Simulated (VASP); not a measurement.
# WS (Pm-3m) in VASP: single point with r2SCAN+U

Aim: the single point of WS with r2SCAN+U.

All numbers are computed with VASP 6.6.1; they aren't measurements. Logs are shortened: lines on timing, memory, paths and dates and some standing lists are left out, and cuts for length are marked.

**1. The cell of the first run**

It takes space group Pm-3m (No. 221, cubic). The conventional cell has a = 3.124 Å, b = 3.124 Å, c = 3.124 Å, α = 90.00°, β = 90.00°, γ = 90.00°. Within 3.6 Å of W (site symmetry m-3m) lie 8 S at 2.71 Å and 6 W at 3.12 Å. S (site symmetry m-3m) has 8 W at 2.71 Å and 6 S at 3.12 Å within 3.6 Å.

**2. Single point, r2SCAN+U, collinear spin**

POSCAR reads:

```
WS
1.0
    3.1236202295      0.0000000000      0.0000000000
    0.0000000000      3.1236202295      0.0000000000
    0.0000000000      0.0000000000      3.1236202295
W S
1 1
Direct
    0.0000000000      0.0000000000      0.0000000000
    0.5000000000      0.5000000000      0.5000000000
```

INCAR.step1 reads:

```
PREC     = Accurate       # precision mode
ENCUT    = 520            # plane-wave cutoff, eV
ISMEAR   = 0              # smearing method
SIGMA    = 0.1            # smearing width, eV
LREAL    = F              # projectors in reciprocal space
LASPH    = T              # aspherical terms in the spheres
NELM     = 150            # most SCF steps
ISPIN    = 2              # spin polarisation
MAGMOM   = 0.5 0          # initial moments
LMAXMIX  = 4              # l up to which the mixer works
LDAU     = T              # DFT+U
LDAUTYPE = 2            
LDAUL    = 2 -1           # shell
LDAUU    = 6.2 0          # U, eV
LDAUJ    = 0 0          
NBANDS   = 21             # bands
GGA      = PE             # functional
ALGO     = Normal         # electronic algorithm
EDIFF    = 1E-4           # SCF threshold, eV
LWAVE    = T              # write WAVECAR
LCHARG   = F              # write CHGCAR
```

INCAR.step2 reads:

```
PREC     = Accurate       # precision mode
ENCUT    = 520            # plane-wave cutoff, eV
EDIFF    = 1E-7           # SCF threshold, eV
ISMEAR   = 0              # smearing method
SIGMA    = 0.1            # smearing width, eV
LREAL    = F              # projectors in reciprocal space
LASPH    = T              # aspherical terms in the spheres
NELM     = 150            # most SCF steps
ALGO     = Normal         # electronic algorithm
ISIF     = 2              # what is computed and relaxed
LWAVE    = F              # write WAVECAR
LCHARG   = F              # write CHGCAR
ISPIN    = 2              # spin polarisation
MAGMOM   = 0.5 0          # initial moments
LORBIT   = 11             # projections on sites
LMAXMIX  = 4              # l up to which the mixer works
LDAU     = T              # DFT+U
LDAUTYPE = 2            
LDAUL    = 2 -1           # shell
LDAUU    = 6.2 0          # U, eV
LDAUJ    = 0 0          
LDAUPRINT= 1            
METAGGA  = R2SCAN         # meta-GGA
LMIXTAU  = T            
NBANDS   = 21             # bands
ISTART   = 1
```

KPOINTS reads:

```
Automatic mesh
0
Gamma
  14 14 14
```

Potentials or basis: VASP PAW PBE potentials, release 64 (W_sv, S).

Launch:

```console
$ cat potpaw_PBE.64/W_sv/POTCAR potpaw_PBE.64/S/POTCAR > POTCAR
$ cp INCAR.step1 INCAR
$ mpirun -np 1 vasp_std > vasp.out
$ cp INCAR.step2 INCAR
$ mpirun -np 1 vasp_std > vasp.out
```

OUTCAR:

```text
PREC = Accurate
   ENCUT = 520
   EDIFF = 1E-7
   ISMEAR = 0
   LREAL = F
   LASPH = T
   NELM = 150
   ISIF = 2
   ISPIN = 2
   LORBIT = 11
   METAGGA = R2SCAN
   ISTART = 1

 ion  position               nearest neighbor table
   1  0.000  0.000  0.000-   2 2.71   2 2.71   2 2.71   2 2.71   2 2.71   2 2.71   2 2.71   2 2.71

   2  0.500  0.500  0.500-   1 2.71   1 2.71   1 2.71   1 2.71   1 2.71   1 2.71   1 2.71   1 2.71

  LATTYP: Found a simple cubic cell.
 ALAT       =     3.1236202295

  Lattice vectors:

 A1 = (   3.1236202295,   0.0000000000,   0.0000000000)
 A2 = (   0.0000000000,   3.1236202295,   0.0000000000)
 A3 = (   0.0000000000,   0.0000000000,   3.1236202295)

Analysis of symmetry for initial positions (statically):
=====================================================================
 Subroutine PRICEL returns:
 Original cell was already a primitive cell.

 Routine SETGRP: Setting up the symmetry group for a
 simple cubic supercell.

 Subroutine GETGRP returns: Found 48 space group operations
 (whereof 48 operations were pure point group operations)
 out of a pool of 48 trial point group operations.

The static configuration has the point symmetry O_h .

Analysis of symmetry for dynamics (positions and initial velocities):
=====================================================================
 Subroutine PRICEL returns:
 Original cell was already a primitive cell.

 Routine SETGRP: Setting up the symmetry group for a
 simple cubic supercell.

 Subroutine GETGRP returns: Found 48 space group operations
 (whereof 48 operations were pure point group operations)
 out of a pool of 48 trial point group operations.

The dynamic configuration has the point symmetry O_h .

Analysis of structural, dynamic, and magnetic symmetry:
=====================================================================
 Subroutine PRICEL returns:
 Original cell was already a primitive cell.

 Routine SETGRP: Setting up the symmetry group for a
 simple cubic supercell.

 Subroutine GETGRP returns: Found 48 space group operations
 (whereof 48 operations were pure point group operations)
 out of a pool of 48 trial point group operations.

The overall configuration has the point symmetry O_h .

 Subroutine INISYM returns: Found 48 space group operations
 (whereof 48 operations are pure point group operations),
 and found     1 'primitive' translations

----------------------------------------------------------------------------------------

                                     Primitive cell

  volume of cell :      30.4772

  direct lattice vectors                    reciprocal lattice vectors
     3.123620230  0.000000000  0.000000000     0.320141351  0.000000000  0.000000000
     0.000000000  3.123620230  0.000000000     0.000000000  0.320141351  0.000000000
     0.000000000  0.000000000  3.123620230     0.000000000  0.000000000  0.320141351

  length of vectors
     3.123620230  3.123620230  3.123620230     0.320141351  0.320141351  0.320141351

  position of ions in fractional coordinates (direct lattice)
     0.000000000  0.000000000  0.000000000
     0.500000000  0.500000000  0.500000000

  ion indices of the primitive-cell ions
   primitive index   ion index
                 1           1
[... 68 lines left out ...]
   LNONCOLLINEAR =      F non collinear calculations
   LSORBIT =      F    spin-orbit coupling
   LASPH  =      T    aspherical Exc in radial PAW
   ENCUT  =  520.0 eV  38.22 Ry    6.18 a.u.   5.81  5.81  5.81*2*pi/ulx,y,z
   NELM   =    150;   NELMIN=  2; NELMDL=  0     # of ELM steps
   EDIFF  = 0.1E-06   stopping-criterion for ELM
   LREAL  =      F    real-space projection
   EDIFFG = 0.1E-05   stopping-criterion for IOM
   NSW    =      0    number of steps for IOM
   IBRION =     -1    ionic relax: 0-MD 1-quasi-New 2-CG
   NFREE  =      0    steps in history (QN), initial steepest desc. (CG)
   ISIF   =      2    stress and relaxation
   ISYM   =      2    0-nonsym 1-usesym 2-fastsym
   POTIM  = 0.5000    time-step for ionic-motion
   TEBEG  =    0.0;   TEEND  =   0.0 temperature during run
   PSTRESS=    0.0 pullay stress
   NELECT =      20.0000    total number of electrons
   NUPDOWN=      -1.0000    fix difference up-down
   EMIN   =  10.00;   EMAX   =-10.00  energy-range for DOS
   EFERMI =   0.00;   METHOD = LEGACY
   ISMEAR =     0;   SIGMA  =   0.10  broadening in eV -4-tet -1-fermi 0-gaus
   EFERMI_NEDOS =   21; number of points for ismear=-14 and -15
   IALGO  =     38    algorithm
   IMIX   =      4    mixing-type and parameters
     AMIX     =   0.40;   BMIX     =  1.00
     AMIX_MAG =   1.60;   BMIX_MAG =  1.00
  volume/ion in A,a.u.               =      15.24       102.84
  Fermi-wavevector in a.u.,A,eV,Ry     =   1.422634  2.688389 27.536672  2.023888
  Thomas-Fermi vector in A             =   2.543317
   LORBIT       =     11    0 simple, 1 ext, 2 COOP (PROOUT), +10 PAW based schemes
 LDA+U is selected, type is set to LDAUTYPE =  2
   angular momentum for each species LDAUL =     2   -1
   U (eV)           for each species LDAUU =   6.2  0.0
   J (eV)           for each species LDAUJ =   0.0  0.0
   METAGGA = R2SCAN    functional components
   LHFCALC =     F    Hartree Fock is set to
   AEXX    =    0.0000 exact exchange contribution
   IVDW    =     0    specifies the selected vdW correction
   LEPSILON=     F    determine dielectric tensor
   LRPA    =     F    only Hartree local field effects (RPA)
 spin polarized calculation
 Gauss-broadening in eV      SIGMA  =   0.10
  energy-cutoff  :      520.00
  volume of cell :       30.48
 maximum number of plane-waves:       840
 NGX is ok and might be reduce to    24
   NGX = 11   NGY = 11   NGZ = 11

 number of electron      20.0000005 magnetization       0.0094336

atom =   1  type =  1  l = 2

 onsite density matrix

spin component  1

  0.2310  0.0000  0.0000 -0.0000 -0.0000
  0.0000  0.2310  0.0000 -0.0000 -0.0000
  0.0000  0.0000  0.4537  0.0000  0.0000
 -0.0000 -0.0000  0.0000  0.2310  0.0000
 -0.0000 -0.0000  0.0000  0.0000  0.4537

spin component  2

  0.2310  0.0000  0.0000 -0.0000 -0.0000
  0.0000  0.2310  0.0000 -0.0000 -0.0000
  0.0000  0.0000  0.4540  0.0000  0.0000
 -0.0000 -0.0000  0.0000  0.2310  0.0000
 -0.0000 -0.0000  0.0000  0.0000  0.4540

 occupancies and eigenvectors

  o =  0.2310  v =  0.0000  0.0000  0.0000  0.0000  0.0000  0.0000 -0.0688  0.0000 -0.9976  0.0000      0.0000  0.0000  0.0000  0.0000  0.0000  0.0000  0.0000  0.0000  0.0000  0.0000
  o =  0.2310  v =  0.0000  0.0000  0.0000  0.0000  0.0000  1.0000  0.0000  0.0000  0.0000  0.0000      0.0000  0.0000  0.0000  0.0000  0.0000  0.0000  0.0000  0.0000  0.0000  0.0000
  o =  0.2310  v =  0.0000  0.0000  0.0000  0.0000  0.0000  0.0000 -0.9976 -0.0000  0.0688 -0.0000      0.0000  0.0000  0.0000  0.0000  0.0000  0.0000  0.0000  0.0000  0.0000  0.0000
  o =  0.2310  v =  0.0000 -0.1608  0.0000 -0.9870  0.0000  0.0000  0.0000  0.0000  0.0000  0.0000      0.0000  0.0000  0.0000  0.0000  0.0000  0.0000  0.0000  0.0000  0.0000  0.0000
  o =  0.2310  v =  0.0000 -0.9870  0.0000  0.1608 -0.0000  0.0000  0.0000  0.0000  0.0000  0.0000      0.0000  0.0000  0.0000  0.0000  0.0000  0.0000  0.0000  0.0000  0.0000  0.0000
  o =  0.2310  v =  1.0000  0.0000  0.0000  0.0000  0.0000  0.0000  0.0000  0.0000  0.0000  0.0000      0.0000  0.0000  0.0000  0.0000  0.0000  0.0000  0.0000  0.0000  0.0000  0.0000
  o =  0.4537  v =  0.0000  0.0000 -0.0572  0.0000  0.9984  0.0000  0.0000  0.0000  0.0000  0.0000      0.0000  0.0000  0.0000  0.0000  0.0000  0.0000  0.0000  0.0000  0.0000  0.0000
  o =  0.4537  v =  0.0000  0.0000  0.9984 -0.0000  0.0572  0.0000  0.0000  0.0000  0.0000  0.0000      0.0000  0.0000  0.0000  0.0000  0.0000  0.0000  0.0000  0.0000  0.0000  0.0000
  o =  0.4540  v =  0.0000  0.0000  0.0000  0.0000  0.0000  0.0000 -0.0000 -0.1114  0.0000  0.9938      0.0000  0.0000  0.0000  0.0000  0.0000  0.0000  0.0000  0.0000  0.0000  0.0000
  o =  0.4540  v =  0.0000  0.0000  0.0000  0.0000  0.0000  0.0000 -0.0000  0.9938  0.0000  0.1114      0.0000  0.0000  0.0000  0.0000  0.0000  0.0000  0.0000  0.0000  0.0000  0.0000

 number of electron      20.0000005 magnetization      -0.0006357

 Free energy of the ion-electron system (eV)
  ---------------------------------------------------
  ext. energy  EPLUGINS =         0.00000000
  ---------------------------------------------------
  free energy    TOTEN  =       -51.84126731 eV

  energy without entropy =      -51.83048341  energy(sigma->0) =      -51.83587536

 E-fermi :  11.6330     XC(G=0): -13.5957

 val. band max:       11.6324552481   @ k =   0.5000   0.4286   0.2857
 cond. band min:      11.6330663128   @ k =   0.5000   0.4286   0.2857
 fundamental gap:      0.0006110647
 Fermi energy:        11.6329912581

 spin component 1

 k-point     1 :       0.0000    0.0000    0.0000
  band No.  band energies     occupation
      1     -66.3117      1.00000
      2     -29.6740      1.00000
      3     -29.6740      1.00000
      4     -29.6740      1.00000
      5      -6.3689      1.00000
      6       6.7037      1.00000
[... 1145 lines left out ...]
     20      26.4389      0.00000
     21      31.2622      0.00000

 [... further k-points ...]

------------------------ aborting loop because EDIFF is reached ----------------------------------------

  FORCE on cell =-STRESS in cart. coord.  units (eV):
  Direction    XX          YY          ZZ          XY          YZ          ZX
  --------------------------------------------------------------------------------------
  -------------------------------------------------------------------------------------
  Total       -2.5940224     -2.5940224     -2.5940224      0.0000000      0.0000000     -0.0000000
  in kB     -136.3671040   -136.3671040   -136.3671040      0.0000000      0.0000000     -0.0000000
  external PRESSURE =    -136.3671040 kB  Pullay stress =       0.0000000 kB

 VOLUME and BASIS-vectors are now :
 -----------------------------------------------------------------------------
  energy-cutoff  :      520.00
  volume of cell :       30.48
      direct lattice vectors                 reciprocal lattice vectors
     3.123620230  0.000000000  0.000000000     0.320141351  0.000000000  0.000000000
     0.000000000  3.123620230  0.000000000     0.000000000  0.320141351  0.000000000
     0.000000000  0.000000000  3.123620230     0.000000000  0.000000000  0.320141351

 POSITION                                       TOTAL-FORCE (eV/Angst)
 -----------------------------------------------------------------------------------
      0.00000      0.00000      0.00000         0.000000      0.000000      0.000000
      1.56181      1.56181      1.56181         0.000000      0.000000      0.000000
 -----------------------------------------------------------------------------------
    total drift:                                0.000000      0.000000      0.000000

  FREE ENERGIE OF THE ION-ELECTRON SYSTEM (eV)
  ---------------------------------------------------
  free  energy   TOTEN  =       -51.8412673077 eV

  energy  without entropy=      -51.8304834100  energy(sigma->0) =      -51.83587536

 total charge

# of ion       s       p       d       tot
------------------------------------------
    1        2.285   6.206   3.159  11.650
    2        1.310   2.337   0.000   3.647
--------------------------------------------------
tot          3.595   8.543   3.159  15.297

 magnetization (x)

# of ion       s       p       d       tot
------------------------------------------
    1        0.000   0.000  -0.001  -0.001
    2       -0.000  -0.000   0.000  -0.000
--------------------------------------------------
tot         -0.000  -0.000  -0.001  -0.001
```

Wall time 13 min (1 thread of Intel Xeon 8259CL, shared host); peak memory 0.25 GiB.

What came out:

```yaml
Free_energy: -51.8413 eV
Pressure: -13.6 GPa
Band_gap_on_the_k_mesh: zero (filled and empty bands overlap)
Net_moment: 0.00 μB per cell
Valence_electrons_inside_the_program's_atomic_spheres: W 11.65; S 3.65
```

Eigenvalues of the final occupation matrices:
| site | spin | trace | eigenvalues |
| --- | --- | --- | --- |
| site 1 d | 1 | 1.60 | 0.23 0.23 0.23 0.45 0.45 |
| site 1 d | 2 | 1.60 | 0.23 0.23 0.23 0.45 0.45 |

Caveat: the cell stands under tension; the PAW data sets were made with another functional, which shifts forces and pressure a little; spin-orbit coupling is left out, which moves the levels of the heavy elements.
